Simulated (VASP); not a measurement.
# H2C9 in VASP: a series of runs

Runs on H2C9. Level: LDA. Tasks: single point.

All numbers are computed with VASP 6.6.1; they aren't measurements. Logs are shortened: lines on timing, memory, paths and dates and some standing lists are left out, and cuts for length are marked.

**1. The cell of the first run**

The cell holds a slab with vacuum, 22 atoms: a = 2.497 Å, b = 4.995 Å, c = 20.566 Å, α = 90.00°, β = 90.00°, γ = 90.00°.

**2. Single point, LDA**

Input file INCAR:

```
SYSTEM = H2C9
ALGO     = Normal         ! electronic algorithm
DIPOL    = 0.5 0.5 0.359
EDIFF    = 1E-6           ! SCF threshold, eV
ENCUT    = 520            ! plane-wave cutoff, eV
IDIPOL   = 3            
ISIF     = 2              ! what is computed and relaxed
ISMEAR   = 0              ! smearing method
LASPH    = .True.         ! aspherical terms in the spheres
LCHARG   = .False.        ! write CHGCAR
LDIPOL   = .True.       
LREAL    = Auto         
LWAVE    = .False.        ! write WAVECAR
NBANDS   = 55             ! bands
NELM     = 60             ! most SCF steps
PREC     = Accurate       ! precision mode
SIGMA    = 0.05           ! smearing width, eV
```

Input file KPOINTS:

```
k-points
0
Gamma
  10 5 1
  0 0 0
```

Input file POSCAR:

```
H2C9
1.0
    2.4973154970      0.0000000000      0.0000000000
    0.0000000000      4.9946309939      0.0000000000
    0.0000000000      0.0000000000     20.5658806949
C H
18 4
Direct
    0.0000000000      0.2500000000      0.2262196243
    0.0000000000      0.7500000000      0.2262196243
    0.0000000000      0.5000000000      0.2691516229
    0.0000000000      0.0000000000      0.2691516229
    0.5000000000      0.5000000000      0.3120836215
    0.5000000000      0.0000000000      0.3120836215
    0.5000000000      0.7500000000      0.3550156201
    0.5000000000      0.2500000000      0.3550156201
    0.0000000000      0.7530664638      0.3979327939
    0.0000000000      0.2469335362      0.3979327939
    0.0000000000      0.0000000000      0.4445598973
    0.0000000000      0.5000000000      0.4376153091
    0.5000000000      0.0000000000      0.4902085694
    0.5000000000      0.5000000000      0.4778767400
    0.5000000000      0.2678065096      0.5289305012
    0.5000000000      0.7321934904      0.5289305012
    0.0000000000      0.3627397278      0.5617326930
    0.0000000000      0.6372602722      0.5617326930
   -0.2843917683      0.2504266612      0.1890712551
    0.2843917683      0.2504266612      0.1890712551
    0.2843917683      0.7495733388      0.1890712551
   -0.2843917683      0.7495733388      0.1890712551
```

Potentials or basis: VASP PAW LDA potentials, release 64 (C, H).

Command:

```bash
cat potpaw_LDA.64/C/POTCAR potpaw_LDA.64/H/POTCAR > POTCAR
mpirun -np 1 vasp_std > vasp.out
```

OUTCAR:

```text
SYSTEM = H2C9
   EDIFF = 1E-6
   ENCUT = 520
   ISIF = 2
   ISMEAR = 0
   LASPH = .True.
   LREAL = Auto
   NELM = 60
   PREC = Accurate

 ion  position               nearest neighbor table
   1  0.000  0.250  0.226-  19 1.04  20 1.04   3 1.53   4 1.53
   2  0.000  0.750  0.226-  21 1.04  22 1.04   3 1.53   4 1.53
   3  0.000  0.500  0.269-   1 1.53   2 1.53   5 1.53   5 1.53
   4  0.000  0.000  0.269-   1 1.53   2 1.53   6 1.53   6 1.53
   5  0.500  0.500  0.312-   7 1.53   8 1.53   3 1.53   3 1.53
   6  0.500  0.000  0.312-   7 1.53   8 1.53   4 1.53   4 1.53
[... 8 lines left out ...]
  15  0.500  0.268  0.529-  17 1.50  17 1.50  13 1.56  14 1.56
  16  0.500  0.732  0.529-  18 1.50  18 1.50  13 1.56  14 1.56
  17  0.000  0.363  0.562-  18 1.37  15 1.50  15 1.50
  18  0.000  0.637  0.562-  17 1.37  16 1.50  16 1.50
  19  0.716  0.250  0.189-   1 1.04
  20  0.284  0.250  0.189-   1 1.04
  21  0.284  0.750  0.189-   2 1.04
  22  0.716  0.750  0.189-   2 1.04

  LATTYP: Found a simple orthorhombic cell.
 ALAT       =     2.4973154970
 B/A-ratio  =     2.0000000000
 C/A-ratio  =     8.2351952405

  Lattice vectors:

 A1 = (   2.4973154970,   0.0000000000,   0.0000000000)
 A2 = (   0.0000000000,   4.9946309939,   0.0000000000)
 A3 = (   0.0000000000,   0.0000000000,  20.5658806949)

Analysis of symmetry for initial positions (statically):
=====================================================================
 Subroutine PRICEL returns:
 Original cell was already a primitive cell.

 Routine SETGRP: Setting up the symmetry group for a
 simple orthorhombic supercell.

 Subroutine GETGRP returns: Found  4 space group operations
 (whereof  4 operations were pure point group operations)
 out of a pool of  8 trial point group operations.

The static configuration has the point symmetry C_2v.

Analysis of symmetry for dynamics (positions and initial velocities):
=====================================================================
 Subroutine PRICEL returns:
 Original cell was already a primitive cell.

 Routine SETGRP: Setting up the symmetry group for a
 simple orthorhombic supercell.

 Subroutine GETGRP returns: Found  4 space group operations
 (whereof  4 operations were pure point group operations)
 out of a pool of  8 trial point group operations.

The dynamic configuration has the point symmetry C_2v.

 Subroutine INISYM returns: Found  4 space group operations
 (whereof  4 operations are pure point group operations),
[... 141 lines left out ...]
   NUPDOWN=      -1.0000    fix difference up-down
   EMIN   =  10.00;   EMAX   =-10.00  energy-range for DOS
   EFERMI =   0.00;   METHOD = LEGACY
   ISMEAR =     0;   SIGMA  =   0.05  broadening in eV -4-tet -1-fermi 0-gaus
   EFERMI_NEDOS =   21; number of points for ismear=-14 and -15
   IALGO  =     38    algorithm
   IMIX   =      4    mixing-type and parameters
     AMIX     =   0.40;   BMIX     =  1.00
     AMIX_MAG =   1.60;   BMIX_MAG =  1.00
  volume/ion in A,a.u.               =      11.66        78.69
  Fermi-wavevector in a.u.,A,eV,Ry     =   1.091368  2.062387 16.205691  1.191085
  Thomas-Fermi vector in A             =   2.227612
   LORBIT       =      0    0 simple, 1 ext, 2 COOP (PROOUT), +10 PAW based schemes
   GGA     = CA    functional components
   LHFCALC =     F    Hartree Fock is set to
   AEXX    =    0.0000 exact exchange contribution
   IVDW    =     0    specifies the selected vdW correction
   LEPSILON=     F    determine dielectric tensor
   LRPA    =     F    only Hartree local field effects (RPA)
 non-spin polarized calculation
 Gauss-broadening in eV      SIGMA  =   0.05
  energy-cutoff  :      520.00
  volume of cell :      256.52
 maximum number of plane-waves:      6975
 NGX is ok and might be reduce to    20
   NGX =  9   NGY = 19   NGZ = 77

 dipolmoment           0.000000      0.000000     -0.000137 electrons x Angstroem

 number of electron      76.0000014 magnetization

 dipolmoment           0.000000      0.000000      0.264337 electrons x Angstroem

 Free energy of the ion-electron system (eV)
  ---------------------------------------------------
  ext. energy  EPLUGINS =         0.00000000
  ---------------------------------------------------
  free energy    TOTEN  =      -188.37556506 eV

  energy without entropy =     -188.37556506  energy(sigma->0) =     -188.37556506

 E-fermi :   2.3314     XC(G=0):  -6.5624

 val. band max:        2.1114689453   @ k =   0.0000   0.0000   0.0000
 cond. band min:       3.2152949532   @ k =   0.5000   0.4000   0.0000
 fundamental gap:      1.1038260079
 Fermi energy:         2.3314010839

 k-point     1 :       0.0000    0.0000    0.0000
  band No.  band energies     occupation
      1     -19.7673      2.00000
      2     -18.7980      2.00000
      3     -17.1851      2.00000
      4     -15.2303      2.00000
      5     -15.1080      2.00000
      6     -14.9866      2.00000
[... 943 lines left out ...]
     49       9.5803      0.00000
     50       9.7408      0.00000
 [bands above 50 left out]

------------------------ aborting loop because EDIFF is reached ----------------------------------------

 vacuum level on the upper side and lower side of the slab       (xc-potential included)         1.697        -2.028

  FORCE on cell =-STRESS in cart. coord.  units (eV):
  Direction    XX          YY          ZZ          XY          YZ          ZX
  --------------------------------------------------------------------------------------
  -------------------------------------------------------------------------------------
  Total       35.9167373     -2.5834243     -2.7653027      0.0000000      0.0000000      0.0000000
  in kB      224.3279195    -16.1354913    -17.2714631      0.0000000      0.0000000      0.0000000
  external PRESSURE =      63.6403217 kB  Pullay stress =       0.0000000 kB

 VOLUME and BASIS-vectors are now :
 -----------------------------------------------------------------------------
  energy-cutoff  :      520.00
  volume of cell :      256.52
      direct lattice vectors                 reciprocal lattice vectors
     2.497315497  0.000000000  0.000000000     0.400429982  0.000000000  0.000000000
     0.000000000  4.994630994  0.000000000     0.000000000  0.200214991  0.000000000
     0.000000000  0.000000000 20.565880695     0.000000000  0.000000000  0.048624225

 POSITION                                       TOTAL-FORCE (eV/Angst)
 -----------------------------------------------------------------------------------
      0.00000      1.24866      4.65241         0.000000     -0.000744      1.906305
      0.00000      3.74597      4.65241         0.000000      0.000744      1.906305
      0.00000      2.49732      5.53534         0.000000      0.000000     -1.785850
      0.00000      0.00000      5.53534         0.000000      0.000000     -1.830272
      1.24866      2.49732      6.41827         0.000000      0.000000      0.091129
      1.24866      0.00000      6.41827         0.000000      0.000000     -0.254921
[... 14 lines left out ...]
      0.71022      3.74384      3.88842         0.034612     -0.000171     -0.035753
      1.78710      3.74384      3.88842        -0.034612     -0.000171     -0.035753
 -----------------------------------------------------------------------------------
    total drift:                                0.000000      0.000000      0.011312

  FREE ENERGIE OF THE ION-ELECTRON SYSTEM (eV)
  ---------------------------------------------------
  free  energy   TOTEN  =      -188.3755650596 eV

  energy  without entropy=     -188.3755650596  energy(sigma->0) =     -188.37556506

 vacuum level on the upper side and lower side of the slab         7.615         3.794
```

stdout:

```text
POSCAR found type information on POSCAR C H
 POSCAR found :  2 types and      22 ions
 scaLAPACK will be used
 LDA part: xc-table for (Slater(with rela. corr.)+CA(PZ))
 , standard interpolation
 POSCAR, INCAR and KPOINTS ok, starting setup
 FFT: planning ... GRIDC
 FFT: planning ... GRID_SOFT
 FFT: planning ... GRID
 WAVECAR not read
 entering main loop
```

Run time: 16 min. Hardware: 1 thread of Intel Xeon 8259CL, shared host; peak memory 0.37 GiB.

Results:

| Property | Result |
| --- | --- |
| Free energy | -188.3756 eV |
| Largest force | 1.906 eV/Å |
| Band gap on the k mesh | 1.10 eV (least direct gap 1.16 eV) |

Forces in eV/Å, atoms in the order of the input:
```
C    0.000 -0.001  1.906
C    0.000  0.001  1.906
C    0.000  0.000 -1.786
C    0.000  0.000 -1.830
C    0.000  0.000  0.091
C    0.000  0.000 -0.255
C    0.000  0.870 -0.024
C    0.000 -0.870 -0.024
C    0.000  0.015  0.000
C    0.000 -0.015  0.000
C    0.000  0.000  0.006
C    0.000  0.000  0.003
C    0.000  0.000  0.012
C    0.000  0.000 -0.013
C    0.000 -0.053 -0.004
C    0.000  0.053 -0.004
C    0.000 -0.045  0.079
C    0.000  0.045  0.079
H   -0.035  0.000 -0.036
H    0.035  0.000 -0.036
H    0.035  0.000 -0.036
H   -0.035  0.000 -0.036
```

(Part 1 of 2 ends here.)
